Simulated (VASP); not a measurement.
# HgTe (F-43m) in VASP: further runs

Runs on HgTe. Level: LDA. Tasks: single point, relaxation of cell and atoms.

Everything below comes from runs of VASP 6.6.1. Logs are shortened: lines on timing, memory, paths and dates and some standing lists are left out, and cuts for length are marked.

### 1 The cell of the first run

It takes space group F-43m (No. 216, cubic). Conventional cell: a = 6.435 Å, b = 6.435 Å, c = 6.435 Å, α = 90.00°, β = 90.00°, γ = 90.00°. Hg (site symmetry -43m) has 4 Te at 2.79 Å within 3.7 Å. Te (site symmetry -43m) has 4 Hg at 2.79 Å within 3.7 Å.

### 2 Single point, LDA

The input, INCAR:

```
SYSTEM = HgTe
ALGO = Normal ; EDIFF = 1E-6
ENCUT = 520 ; GGA = CA
ISIF = 2 ; ISMEAR = 0
LASPH = .True. ; LCHARG = .False.
LREAL = .False. ; LWAVE = .False.
NBANDS = 16 ; NELM = 80
PREC = Accurate ; SIGMA = 0.1
```

The input, KPOINTS:

```
k-points
0
Gamma
  12 12 12
  0 0 0
```

The input, POSCAR:

```
HgTe
1.0
    0.0000000000      3.2173293064      3.2173293064
    3.2173293064      0.0000000000      3.2173293064
    3.2173293064      3.2173293064      0.0000000000
Hg Te
1 1
Direct
    0.0000000000      0.0000000000      0.0000000000
    0.2500000000      0.2500000000      0.2500000000
```

Potentials or basis: VASP PAW LDA potentials, release 64 (Hg, Te).

On the command line:

```sh
$ cat potpaw_LDA.64/Hg/POTCAR potpaw_LDA.64/Te/POTCAR > POTCAR
$ mpirun -np 1 vasp_std > vasp.out
```

OUTCAR:

```text
SYSTEM = HgTe
   EDIFF = 1E-6
   ENCUT = 520
   GGA = CA
   ISIF = 2
   ISMEAR = 0
   LASPH = .True.
   LREAL = .False.
   NELM = 80
   PREC = Accurate

 ion  position               nearest neighbor table
   1  0.000  0.000  0.000-   2 2.79   2 2.79   2 2.79   2 2.79
   2  0.250  0.250  0.250-   1 2.79   1 2.79   1 2.79   1 2.79

  LATTYP: Found a face centered cubic cell.
 ALAT       =     6.4346586128

  Lattice vectors:

 A1 = (   0.0000000000,   3.2173293064,   3.2173293064)
 A2 = (   3.2173293064,   0.0000000000,   3.2173293064)
 A3 = (   3.2173293064,   3.2173293064,   0.0000000000)

Analysis of symmetry for initial positions (statically):
=====================================================================
 Subroutine PRICEL returns:
 Original cell was already a primitive cell.

 Routine SETGRP: Setting up the symmetry group for a
 face centered cubic supercell.

 Subroutine GETGRP returns: Found 24 space group operations
 (whereof 24 operations were pure point group operations)
 out of a pool of 48 trial point group operations.

The static configuration has the point symmetry T_d .

Analysis of symmetry for dynamics (positions and initial velocities):
=====================================================================
 Subroutine PRICEL returns:
 Original cell was already a primitive cell.

 Routine SETGRP: Setting up the symmetry group for a
 face centered cubic supercell.

 Subroutine GETGRP returns: Found 24 space group operations
 (whereof 24 operations were pure point group operations)
 out of a pool of 48 trial point group operations.

The dynamic configuration has the point symmetry T_d .

 Subroutine INISYM returns: Found 24 space group operations
 (whereof 24 operations are pure point group operations),
 and found     1 'primitive' translations

----------------------------------------------------------------------------------------

                                     Primitive cell

  volume of cell :      66.6065

  direct lattice vectors                    reciprocal lattice vectors
     0.000000000  3.217329306  3.217329306    -0.155408400  0.155408400  0.155408400
     3.217329306  0.000000000  3.217329306     0.155408400 -0.155408400  0.155408400
     3.217329306  3.217329306  0.000000000     0.155408400  0.155408400 -0.155408400

  length of vectors
     4.549990740  4.549990740  4.549990740     0.269175245  0.269175245  0.269175245

  position of ions in fractional coordinates (direct lattice)
     0.000000000  0.000000000  0.000000000
     0.250000000  0.250000000  0.250000000

  ion indices of the primitive-cell ions
   primitive index   ion index
                 1           1
                 2           2

----------------------------------------------------------------------------------------

 KPOINTS: k-points

Automatic generation of k-mesh.
 Grid dimensions read from file:
 generate k-points for:   12   12   12

 Generating k-lattice:

  Cartesian coordinates                     Fractional coordinates (reciprocal lattice)
    -0.012950700  0.012950700  0.012950700     0.083333333  0.000000000  0.000000000
     0.012950700 -0.012950700  0.012950700     0.000000000  0.083333333  0.000000000
     0.012950700  0.012950700 -0.012950700     0.000000000  0.000000000  0.083333333

  Length of vectors
     0.022431270  0.022431270  0.022431270

  Shift w.r.t. Gamma in fractional coordinates (k-lattice)
     0.000000000  0.000000000  0.000000000

 Subroutine IBZKPT returns following result:
 ===========================================

 Found     72 irreducible k-points:

 Following reciprocal coordinates:
            Coordinates               Weight
  0.000000  0.000000  0.000000      1.000000
  0.083333  0.000000  0.000000      8.000000
  0.166667  0.000000  0.000000      8.000000
  0.250000  0.000000  0.000000      8.000000
  0.333333  0.000000  0.000000      8.000000
  0.416667  0.000000  0.000000      8.000000
[... 16 lines left out ...]
  0.500000  0.166667  0.000000     24.000000
 -0.416667  0.166667  0.000000     24.000000
 [... further k-points ...]
   k-points           NKPTS =     72   k-points in BZ     NKDIM =     72   number of bands    NBANDS=     16
   number of dos      NEDOS =    301   number of ions     NIONS =      2
   total plane-waves  NPLWV =  46656
   dimension x,y,z NGX =    36 NGY =   36 NGZ =   36
   dimension x,y,z NGXF=    72 NGYF=   72 NGZF=   72
   ions per type =               1   1
   NGX,Y,Z   is equivalent  to a cutoff of  13.15, 13.15, 13.15 a.u.
   NGXF,Y,Z  is equivalent  to a cutoff of  26.31, 26.31, 26.31 a.u.
 SYSTEM =  HgTe
   PREC   = accura    normal or accurate (medium, high low for compatibility)
   ISTART =      0    job   : 0-new  1-cont  2-samecut
   ICHARG =      2    charge: 1-file 2-atom 10-const
   ISPIN  =      1    spin polarized calculation?
   LNONCOLLINEAR =      F non collinear calculations
   LSORBIT =      F    spin-orbit coupling
   LASPH  =      T    aspherical Exc in radial PAW
   ENCUT  =  520.0 eV  38.22 Ry    6.18 a.u.   8.46  8.46  8.46*2*pi/ulx,y,z
   NELM   =     80;   NELMIN=  2; NELMDL= -5     # of ELM steps
   EDIFF  = 0.1E-05   stopping-criterion for ELM
   LREAL  =      F    real-space projection
   EDIFFG = 0.1E-04   stopping-criterion for IOM
   NSW    =      0    number of steps for IOM
   IBRION =     -1    ionic relax: 0-MD 1-quasi-New 2-CG
   NFREE  =      0    steps in history (QN), initial steepest desc. (CG)
   ISIF   =      2    stress and relaxation
   ISYM   =      2    0-nonsym 1-usesym 2-fastsym
   POTIM  = 0.5000    time-step for ionic-motion
   TEBEG  =    0.0;   TEEND  =   0.0 temperature during run
   PSTRESS=    0.0 pullay stress
   NELECT =      18.0000    total number of electrons
   NUPDOWN=      -1.0000    fix difference up-down
   EMIN   =  10.00;   EMAX   =-10.00  energy-range for DOS
   EFERMI =   0.00;   METHOD = LEGACY
   ISMEAR =     0;   SIGMA  =   0.10  broadening in eV -4-tet -1-fermi 0-gaus
   EFERMI_NEDOS =   21; number of points for ismear=-14 and -15
   IALGO  =     38    algorithm
   IMIX   =      4    mixing-type and parameters
     AMIX     =   0.40;   BMIX     =  1.00
     AMIX_MAG =   1.60;   BMIX_MAG =  1.00
  volume/ion in A,a.u.               =      33.30       224.74
  Fermi-wavevector in a.u.,A,eV,Ry     =   1.058425  2.000134 15.242114  1.120264
  Thomas-Fermi vector in A             =   2.193734
   LORBIT       =      0    0 simple, 1 ext, 2 COOP (PROOUT), +10 PAW based schemes
   GGA     = CA    functional components
   LHFCALC =     F    Hartree Fock is set to
   AEXX    =    0.0000 exact exchange contribution
   IVDW    =     0    specifies the selected vdW correction
   LEPSILON=     F    determine dielectric tensor
   LRPA    =     F    only Hartree local field effects (RPA)
 non-spin polarized calculation
 Gauss-broadening in eV      SIGMA  =   0.10
  energy-cutoff  :      520.00
  volume of cell :       66.61
 maximum number of plane-waves:      1820
 NGX is ok and might be reduce to    36
   NGX = 17   NGY = 17   NGZ = 17

 number of electron      18.0000000 magnetization

 Free energy of the ion-electron system (eV)
  ---------------------------------------------------
  ext. energy  EPLUGINS =         0.00000000
  ---------------------------------------------------
  free energy    TOTEN  =        -5.03848476 eV

  energy without entropy =       -5.03833328  energy(sigma->0) =       -5.03840902

 E-fermi :   3.1095     XC(G=0):  -9.1599

 val. band max:        3.0495679292   @ k =   0.0000   0.0000   0.0000
 cond. band min:       3.4519107968   @ k =   0.0833   0.0000   0.0000
 fundamental gap:      0.4023428676
 Fermi energy:         3.1095457821

 k-point     1 :       0.0000    0.0000    0.0000
  band No.  band energies     occupation
      1      -9.0908      2.00000
      2      -4.4057      2.00000
      3      -4.4057      2.00000
      4      -4.4057      2.00000
      5      -3.8558      2.00000
      6      -3.8558      2.00000
[... 8 lines left out ...]
     15      12.5819      0.00000
     16      12.5819      0.00000

 k-point     2 :       0.0833    0.0000    0.0000
  band No.  band energies     occupation
      1      -9.0547      2.00000
      2      -4.3955      2.00000
      3      -4.3955      2.00000
      4      -4.3947      2.00000
      5      -3.8571      2.00000
      6      -3.8571      2.00000
[... 8 lines left out ...]
     15      11.9555      0.00000
     16      11.9555      0.00000

 k-point     3 :       0.1667    0.0000    0.0000
  band No.  band energies     occupation
      1      -8.9536      2.00000
      2      -4.3683      2.00000
      3      -4.3683      2.00000
      4      -4.3523      2.00000
      5      -3.8591      2.00000
      6      -3.8591      2.00000
[... 8 lines left out ...]
     15      11.5188      0.00000
     16      11.5188      0.00000

 k-point     4 :       0.2500    0.0000    0.0000
  band No.  band energies     occupation
      1      -8.8095      2.00000
      2      -4.3339      2.00000
      3      -4.3339      2.00000
      4      -4.2524      2.00000
      5      -3.8577      2.00000
      6      -3.8577      2.00000
[... 8 lines left out ...]
     15      11.4633      0.00000
     16      11.4633      0.00000
[... 324 lines left out ...]
 k-point    22 :       0.4167    0.1667    0.0000
  band No.  band energies     occupation
      1      -8.5330      2.00000
      2      -4.2813      2.00000
      3      -4.2307      2.00000
      4      -4.0226      2.00000
      5      -3.8243      2.00000
      6      -3.7891      2.00000
[... 8 lines left out ...]
     15      12.3292      0.00000
     16      13.1238      0.00000

 k-point    23 :       0.5000    0.1667    0.0000
  band No.  band energies     occupation
      1      -8.4504      2.00000
      2      -4.2633      2.00000
      3      -4.2227      2.00000
      4      -3.9156      2.00000
      5      -3.8297      2.00000
      6      -3.5857      2.00000
[... 8 lines left out ...]
     15      12.5652      0.00000
     16      13.1500      0.00000

 k-point    24 :      -0.4167    0.1667    0.0000
  band No.  band energies     occupation
      1      -8.4396      2.00000
      2      -4.2566      2.00000
      3      -4.2301      2.00000
      4      -3.8765      2.00000
      5      -3.8455      2.00000
      6      -3.5320      2.00000
[... 8 lines left out ...]
     15      12.3133      0.00000
     16      12.4825      0.00000

 [... further k-points ...]

------------------------ aborting loop because EDIFF is reached ----------------------------------------

  FORCE on cell =-STRESS in cart. coord.  units (eV):
  Direction    XX          YY          ZZ          XY          YZ          ZX
  --------------------------------------------------------------------------------------
  -------------------------------------------------------------------------------------
  Total        0.1104882      0.1104882      0.1104882      0.0000000      0.0000000      0.0000000
  in kB        2.6577245      2.6577245      2.6577245      0.0000000      0.0000000      0.0000000
  external PRESSURE =       2.6577245 kB  Pullay stress =       0.0000000 kB

 VOLUME and BASIS-vectors are now :
 -----------------------------------------------------------------------------
  energy-cutoff  :      520.00
  volume of cell :       66.61
      direct lattice vectors                 reciprocal lattice vectors
     0.000000000  3.217329306  3.217329306    -0.155408400  0.155408400  0.155408400
     3.217329306  0.000000000  3.217329306     0.155408400 -0.155408400  0.155408400
     3.217329306  3.217329306  0.000000000     0.155408400  0.155408400 -0.155408400

 POSITION                                       TOTAL-FORCE (eV/Angst)
 -----------------------------------------------------------------------------------
      0.00000      0.00000      0.00000         0.000000      0.000000      0.000000
      1.60866      1.60866      1.60866        -0.000000     -0.000000     -0.000000
 -----------------------------------------------------------------------------------
    total drift:                                0.000000      0.000000     -0.000000

  FREE ENERGIE OF THE ION-ELECTRON SYSTEM (eV)
  ---------------------------------------------------
  free  energy   TOTEN  =        -5.0384847555 eV

  energy  without entropy=       -5.0383332769  energy(sigma->0) =       -5.03840902
```

Run time: 76 s. Hardware: 1 thread of Intel Xeon Platinum 8375C at 2.90GHz (Ice Lake), shared host; peak memory 0.22 GiB.

Results:

```
Free energy            : -5.0385 eV
Pressure               : 0.3 GPa
Band gap on the k mesh : zero (filled and empty bands touch)
```

Levels at points of the mesh, in eV from the Fermi level:
```
           k point  band 6  band 7  band 8  band 9  band 10  band 11  band 12  band 13
(0.00, 0.00, 0.00)   -6.97   -0.89   -0.06   -0.06    -0.06     4.07     4.07     4.07
(0.50, 0.00, 0.00)   -6.66   -5.70   -1.08   -1.08     0.54     4.88     4.88     6.57
(0.50, 0.50, 0.00)   -6.51   -5.61   -2.41   -2.41     1.75     2.23     8.02     8.75
```

Caveat: semilocal functionals underestimate gaps, so a narrow gap can read as zero; spin-orbit coupling is left out, which moves the levels of the heavy elements.

### 3 Relaxation of cell and atoms, LDA

This run uses another cell than the first one, of 33.22 Å³/atom.

The input, INCAR:

```
SYSTEM = HgTe
  PREC = Accurate
  ENCUT = 600
  EDIFF = 1E-6
  ISMEAR = 0
  SIGMA = 0.1
  LREAL = .False.
  LASPH = .True.
  NELM = 80
  ALGO = Normal
  ISIF = 3
  LWAVE = .False.
  LCHARG = .False.
  GGA = CA
  IBRION = 2
  NSW = 100
  EDIFFG = -0.005
```

The input, KPOINTS:

```
Automatic mesh
0
Gamma
  12 12 12
  0 0 0
```

The input, POSCAR:

```
HgTe
1.0
    0.0000000000      3.2145000000      3.2145000000
    3.2145000000      0.0000000000      3.2145000000
    3.2145000000      3.2145000000      0.0000000000
Hg Te
1 1
Direct
    0.0000000000      0.0000000000      0.0000000000
    0.2500000000      0.2500000000      0.2500000000
```

Potentials or basis: VASP PAW LDA potentials, release 64 (Hg, Te).

On the command line:

```sh
$ cat potpaw_LDA.64/Hg/POTCAR potpaw_LDA.64/Te/POTCAR > POTCAR
$ mpirun -np 1 vasp_std > vasp.out
```

Run time: 2.7 min. Hardware: 1 thread of Intel Xeon Platinum 8375C at 2.90GHz (Ice Lake), shared host; peak memory 0.23 GiB.

Results (log left out):

```yaml
Free_energy: -5.0389 eV
Relaxed_volume: 33.49 Å³/atom
Relaxed_cell: a = 4.558 Å, b = 4.558 Å, c = 4.558 Å, α = 60.00°, β = 60.00°, γ = 60.00°
Space_group_after_relaxing_to_0.1_Å: F-43m (No. 216)
Energy_gained_by_relaxing: 0.4 meV/atom
Ionic_steps: 4
Pressure_after_relaxing: 0.0 GPa
Band_gap_on_the_k_mesh: zero (filled and empty bands touch)
```

The path:
```tsv
step	energy change (eV)	largest force (eV/Å)	pressure (GPa)	volume (Å³)
1	0.0000	0.0000	0.42	66.43
2	-0.0006	0.0000	-0.17	67.27
3	-0.0008	0.0000	-0.03	67.02
4	-0.0008	0.0000	0.01	66.98
```

Final structure:
```cif
data_structure
_symmetry_space_group_name_H-M 'P 1'
_symmetry_Int_Tables_number 1
_cell_length_a 4.5585
_cell_length_b 4.5585
_cell_length_c 4.5585
_cell_angle_alpha 60.000
_cell_angle_beta 60.000
_cell_angle_gamma 60.000
_cell_volume 66.98
loop_
_atom_site_label
_atom_site_type_symbol
_atom_site_fract_x
_atom_site_fract_y
_atom_site_fract_z
_atom_site_occupancy
Hg1 Hg 0.00000 0.00000 0.00000 1
Te1 Te 0.25000 0.25000 0.25000 1
```

Levels at points of the mesh, in eV from the Fermi level:
| k point | band 5 | band 6 | band 7 | band 8 | band 9 | band 10 | band 11 | band 12 | band 13 |
| --- | --- | --- | --- | --- | --- | --- | --- | --- | --- |
| (0.00, 0.00, 0.00) | -6.94 | -6.94 | -0.91 | -0.06 | -0.06 | -0.06 | 4.08 | 4.08 | 4.08 |
| (0.50, 0.00, 0.00) | -6.92 | -6.63 | -5.66 | -1.07 | -1.07 | 0.54 | 4.88 | 4.88 | 6.57 |
| (0.50, 0.50, 0.00) | -6.88 | -6.49 | -5.58 | -2.39 | -2.39 | 1.76 | 2.24 | 7.99 | 8.73 |

Caveat: semilocal functionals underestimate gaps, so a narrow gap can read as zero; spin-orbit coupling is left out, which moves the levels of the heavy elements.
